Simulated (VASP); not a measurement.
# SiC (I-4m2) in VASP: notebook, part 2 of 2

VASP 6.6.1. The steps go on from the part before.

## Step 3: Single point, r2SCAN (strain +0.000 along x and y, +0.040 along z)

Input file POSCAR:

```
SiC
1.0
    0.0000000000      2.1740000000      2.2609600000
    2.1740000000      0.0000000000      2.2609600000
    2.1740000000      2.1740000000      0.0000000000
Si C
1 1
Direct
    0.0000000000      0.0000000000      0.0000000000
    0.7500000000      0.7500000000      0.7500000000
```

Input file INCAR.step1:

```
PREC = Accurate ; ENCUT = 520
ISMEAR = 0 ; SIGMA = 0.05
LREAL = False ; LASPH = True
NELM = 80 ; NBANDS = 11
GGA = PE ; ALGO = Normal
EDIFF = 1E-4 ; LWAVE = True
LCHARG = False
```

Input file INCAR.step2:

```
PREC = Accurate ; ENCUT = 520
EDIFF = 1E-6 ; ISMEAR = 0
SIGMA = 0.05 ; LREAL = False
LASPH = True ; NELM = 80
ALGO = Normal ; ISIF = 2
LWAVE = False ; LCHARG = False
METAGGA = R2SCAN ; LMIXTAU = True
NBANDS = 11 ; ISTART = 1
```

Input file KPOINTS:

```
regular mesh
0
Gamma
  12 12 12
```

Potentials or basis: VASP PAW PBE potentials, release 64 (Si, C).

Run with:

```console
cat potpaw_PBE.64/Si/POTCAR potpaw_PBE.64/C/POTCAR > POTCAR
cp INCAR.step1 INCAR
mpirun -np 1 vasp_std > vasp.out
cp INCAR.step2 INCAR
mpirun -np 1 vasp_std > vasp.out
```

Run time: 69 s. Hardware: 1 thread of AMD EPYC 9R45 (Zen 5), shared host; peak memory 0.13 GiB.

It converged, with:

| Quantity | Value |
| --- | --- |
| Free energy | -19.2905 eV |
| Pressure | -7.4 GPa |
| Band gap on the k mesh | 1.53 eV, indirect (least direct gap 4.98 eV) |

Stress tensor (GPa, compression positive):
```
 -3.44   0.00   0.00
  0.00  -3.44   0.00
  0.00   0.00 -15.20
```

Levels at points of the mesh, in eV from the valence-band top:
```tsv
k point	band 1	band 2	band 3	band 4	band 5	band 6	band 7	band 8
(0.00, 0.00, 0.00)	-16.03	-0.29	0.00	0.00	6.31	7.48	7.48	7.59
(0.50, 0.00, 0.00)	-12.52	-8.74	-1.45	-0.95	5.42	7.39	7.80	10.68
(0.50, 0.50, 0.00)	-11.29	-8.38	-3.08	-3.08	1.90	5.06	14.72	14.72
(0.50, 0.00, 0.50)	-10.99	-7.88	-3.54	-3.47	1.53	4.37	13.93	15.18
```

Caveat: the cell differs from its parent crystal (strain +0.000 along x and y, +0.040 along z); the PAW data sets were made with another functional, which shifts forces and pressure a little. A k mesh can miss the band edges.

## Step 4: Single point, r2SCAN (strain +0.000 along x and y, +0.080 along z)

Input file POSCAR:

```
SiC
1.0
    0.0000000000      2.1740000000      2.3479200000
    2.1740000000      0.0000000000      2.3479200000
    2.1740000000      2.1740000000      0.0000000000
Si C
1 1
Direct
    0.0000000000      0.0000000000      0.0000000000
    0.7500000000      0.7500000000      0.7500000000
```

Input file INCAR.step1:

```
SYSTEM = SiC
PREC     = Accurate       ! precision mode
ENCUT    = 520            ! plane-wave cutoff, eV
ISMEAR   = 0              ! smearing method
SIGMA    = 0.05           ! smearing width, eV
LREAL    = .FALSE.        ! projectors in reciprocal space
LASPH    = .TRUE.         ! aspherical terms in the spheres
NELM     = 80             ! most SCF steps
NBANDS   = 11             ! bands
GGA      = PE             ! functional
ALGO     = Normal         ! electronic algorithm
EDIFF    = 1E-4           ! SCF threshold, eV
LWAVE    = .TRUE.         ! write WAVECAR
LCHARG   = .FALSE.        ! write CHGCAR
```

Input file INCAR.step2:

```
SYSTEM = SiC
PREC     = Accurate       ! precision mode
ENCUT    = 520            ! plane-wave cutoff, eV
EDIFF    = 1E-6           ! SCF threshold, eV
ISMEAR   = 0              ! smearing method
SIGMA    = 0.05           ! smearing width, eV
LREAL    = .FALSE.        ! projectors in reciprocal space
LASPH    = .TRUE.         ! aspherical terms in the spheres
NELM     = 80             ! most SCF steps
ALGO     = Normal         ! electronic algorithm
ISIF     = 2              ! what is computed and relaxed
LWAVE    = .FALSE.        ! write WAVECAR
LCHARG   = .FALSE.        ! write CHGCAR
METAGGA  = R2SCAN         ! meta-GGA
LMIXTAU  = .TRUE.       
NBANDS   = 11             ! bands
ISTART   = 1
```

Input file KPOINTS:

```
Automatic mesh
0
G
  12 12 12
  0 0 0
```

Run with:

```console
cat potpaw_PBE.64/Si/POTCAR potpaw_PBE.64/C/POTCAR > POTCAR
cp INCAR.step1 INCAR
mpirun -np 1 vasp_std > vasp.out
cp INCAR.step2 INCAR
mpirun -np 1 vasp_std > vasp.out
```

Wall time 87 s (1 thread of AMD EPYC 9R45 (Zen 5), shared host); peak memory 0.13 GiB.

Results (log left out):

```
Free energy            : -19.1728 eV
Pressure               : -14.5 GPa
Band gap on the k mesh : 1.36 eV, indirect (least direct gap 4.90 eV)
```

Stress tensor (GPa, compression positive):
```
 -6.40   0.00   0.00
  0.00  -6.40   0.00
  0.00   0.00 -30.58
```

Levels at points of the mesh, in eV from the valence-band top:
```csv
k point,band 1,band 2,band 3,band 4,band 5,band 6,band 7,band 8,band 9
"(0.00, 0.00, 0.00)",-15.85,-0.60,0.00,0.00,5.68,7.07,7.07,7.29,13.25
"(0.50, 0.00, 0.00)",-12.46,-8.65,-1.79,-0.81,4.62,7.23,7.79,10.37,15.98
"(0.50, 0.50, 0.00)",-11.44,-8.67,-2.85,-2.85,2.05,5.24,13.97,14.20,14.20
"(0.50, 0.00, 0.50)",-10.89,-7.73,-3.72,-3.58,1.36,3.90,12.73,14.93,15.01
```

Caveat: the cell differs from its parent crystal (strain +0.000 along x and y, +0.080 along z); the PAW data sets were made with another functional, which shifts forces and pressure a little. A k mesh can miss the band edges.

## Step 5: Single point, r2SCAN (strain +0.040 along x and y, +0.000 along z)

Input file POSCAR:

```
SiC
1.0
    0.0000000000      2.2609600000      2.1740000000
    2.2609600000      0.0000000000      2.1740000000
    2.2609600000      2.2609600000      0.0000000000
Si C
1 1
Direct
    0.0000000000      0.0000000000      0.0000000000
    0.7500000000      0.7500000000      0.7500000000
```

Input file INCAR.step1:

```
ALGO = Normal
EDIFF = 1E-4
ENCUT = 520
GGA = PE
ISMEAR = 0
LASPH = T
LCHARG = F
LREAL = F
LWAVE = T
NBANDS = 11
NELM = 80
PREC = Accurate
SIGMA = 0.05
```

Input file INCAR.step2:

```
ALGO = Normal
EDIFF = 1E-7
ENCUT = 520
ISIF = 2
ISMEAR = 0
ISTART = 1
LASPH = T
LCHARG = F
LMIXTAU = T
LREAL = F
LWAVE = F
METAGGA = R2SCAN
NBANDS = 11
NELM = 80
PREC = Accurate
SIGMA = 0.05
```

Input file KPOINTS:

```
k-points
0
Gamma
  12 12 12
```

Run with:

```console
cat potpaw_PBE.64/Si/POTCAR potpaw_PBE.64/C/POTCAR > POTCAR
cp INCAR.step1 INCAR
mpirun -np 1 vasp_std > vasp.out
cp INCAR.step2 INCAR
mpirun -np 1 vasp_std > vasp.out
```

Wall time 90 s (1 thread of AMD EPYC 9R45 (Zen 5), shared host); peak memory 0.13 GiB.

The run converged. Its results:

- Free energy: -19.2336 eV
- Pressure: -14.5 GPa
- Band gap on the k mesh: 1.37 eV, indirect (least direct gap 4.91 eV)

Stress tensor (GPa, compression positive):
```
-17.86   0.00   0.00
  0.00 -17.86   0.00
  0.00   0.00  -7.88
```

Levels at points of the mesh, in eV from the valence-band top:
```
           k point  band 1  band 2  band 3  band 4  band 5  band 6  band 7  band 8
(0.00, 0.00, 0.00)  -15.79   -0.26   -0.26    0.00    5.76    7.08    7.21    7.21
(0.50, 0.00, 0.00)  -12.43   -8.61   -1.49   -1.04    5.03    7.00    7.66   10.36
(0.50, 0.50, 0.00)  -10.85   -7.69   -3.64   -3.64    1.37    3.92   13.97   13.97
(0.50, 0.00, 0.50)  -11.13   -8.16   -3.25   -3.19    1.72    4.61   13.53   14.58
```

Caveat: the cell differs from its parent crystal (strain +0.040 along x and y, +0.000 along z); the PAW data sets were made with another functional, which shifts forces and pressure a little.

## Step 6: Single point, r2SCAN (strain +0.040 along x and y, +0.080 along z)

Input file POSCAR:

```
SiC
1.0
    0.0000000000      2.2609600000      2.3479200000
    2.2609600000      0.0000000000      2.3479200000
    2.2609600000      2.2609600000      0.0000000000
Si C
1 1
Direct
    0.0000000000      0.0000000000      0.0000000000
    0.7500000000      0.7500000000      0.7500000000
```

Input file INCAR.step1:

```
PREC = Accurate
ENCUT = 520
ISMEAR = 0
SIGMA = 0.05
LREAL = F
LASPH = T
NELM = 100
NBANDS = 11
GGA = PE
ALGO = Normal
EDIFF = 1E-4
LWAVE = T
LCHARG = F
```

Input file INCAR.step2:

```
PREC = Accurate
ENCUT = 520
EDIFF = 1E-7
ISMEAR = 0
SIGMA = 0.05
LREAL = F
LASPH = T
NELM = 100
ALGO = Normal
ISIF = 2
LWAVE = F
LCHARG = F
METAGGA = R2SCAN
LMIXTAU = T
NBANDS = 11
ISTART = 1
```

Input file KPOINTS:

```
Automatic mesh
0
Gamma
  12 12 12
```

Potentials or basis: VASP PAW PBE potentials, release 64 (Si, C).

Run with:

```console
cat potpaw_PBE.64/Si/POTCAR potpaw_PBE.64/C/POTCAR > POTCAR
cp INCAR.step1 INCAR
mpirun -np 1 vasp_std > vasp.out
cp INCAR.step2 INCAR
mpirun -np 1 vasp_std > vasp.out
```

It took 93 s on 1 thread of AMD EPYC 9R45 (Zen 5), shared host; peak memory 0.14 GiB.

It converged, with:

```yaml
Free_energy: -19.0078 eV
Pressure: -25.4 GPa
Band_gap_on_the_k_mesh: 1.61 eV, indirect (least direct gap 4.82 eV)
```

Stress tensor (GPa, compression positive):
```
-21.90   0.00   0.00
  0.00 -21.90   0.00
  0.00   0.00 -32.44
```

Levels at points of the mesh, in eV from the valence-band top:
| k point | band 1 | band 2 | band 3 | band 4 | band 5 | band 6 | band 7 | band 8 |
| --- | --- | --- | --- | --- | --- | --- | --- | --- |
| (0.00, 0.00, 0.00) | -15.14 | -0.27 | 0.00 | 0.00 | 4.89 | 6.69 | 6.69 | 6.81 |
| (0.50, 0.00, 0.00) | -12.03 | -8.14 | -1.38 | -0.94 | 4.42 | 6.89 | 7.26 | 9.97 |
| (0.50, 0.50, 0.00) | -10.89 | -8.00 | -2.88 | -2.88 | 1.93 | 4.60 | 13.30 | 13.30 |
| (0.50, 0.00, 0.50) | -10.64 | -7.57 | -3.29 | -3.22 | 1.61 | 3.97 | 12.68 | 13.68 |

Caveat: the cell differs from its parent crystal (strain +0.040 along x and y, +0.080 along z); the PAW data sets were made with another functional, which shifts forces and pressure a little.

## Step 7: Summary

| cell | gap on the mesh (eV) | pressure (GPa) |
| --- | --- | --- |
| a = 3.077, b = 3.077, c = 2.952 Å, angles 61.3, 61.3, 57.3°, 2 atoms | 1.22 | 11.3 |
| a = 3.137, b = 3.137, c = 3.075 Å, angles 60.7, 60.7, 58.7°, 2 atoms | 1.53 | -7.4 |
| a = 3.200, b = 3.200, c = 3.075 Å, angles 61.3, 61.3, 57.4°, 2 atoms | 1.36 | -14.5 |
| a = 3.137, b = 3.137, c = 3.197 Å, angles 59.4, 59.4, 61.3°, 2 atoms | 1.37 | -14.5 |
| a = 3.260, b = 3.260, c = 3.197 Å, angles 60.6, 60.6, 58.7°, 2 atoms | 1.61 | -25.4 |

Alike in all rows: task single point; level r2SCAN; potentials or basis VASP PAW PBE potentials, release 64 (Si, C); no spin polarisation; k mesh 12 × 12 × 12; cutoff (eV) 520; smearing gaussian 0.05 eV.

Caveats: the PAW data sets were made with another functional, which shifts forces and pressure a little.

Absolute energies hang on the potentials; compare differences alone.
